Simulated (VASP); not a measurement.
Runs of VASP 6.6.1 on AlGa3P4. The structure is that of space group Amm2 (No. 38), or close to it. The cells are those of the table. 

| cell | gap on the mesh (eV) | pressure (GPa) | largest force (eV/Å) |
| --- | --- | --- | --- |
| a = 3.818, b = 6.603, c = 6.603 Å, angles 70.6, 90.0, 90.0°, 8 atoms | 1.52 | 5.5 | 0.02 |
| a = 3.936, b = 6.808, c = 6.808 Å, angles 70.6, 90.0, 90.0°, 8 atoms | 1.48 | (c) | 0.02 |
| a = 3.897, b = 6.741, c = 6.741 Å, angles 70.6, 90.0, 90.0°, 8 atoms | (b) | 0.0 | - |
| a = 3.862, b = 6.683, c = 6.683 Å, angles 70.6, 90.0, 90.0°, 8 atoms | (a) | 2.1 | 0.07 |
| a = 3.858, b = 6.673, c = 6.673 Å, angles 70.6, 90.0, 90.0°, 8 atoms | 1.56 | 2.5 | 0.01 |

Alike in all rows: task single point; level PBE; potentials or basis VASP PAW PBE potentials, release 64 (Al, Ga_d, P); no spin polarisation; k mesh 6 × 4 × 4; cutoff (eV) 520; smearing gaussian 0.01 eV.

Task: Fill in the values left out.

Result: (a) 1.57; (b) 1.55; (c) -2.2.

Caveats: the cell stands under pressure (at least some runs).

A k mesh can miss the band edges, and the runs leave out spin-orbit coupling on Ga.
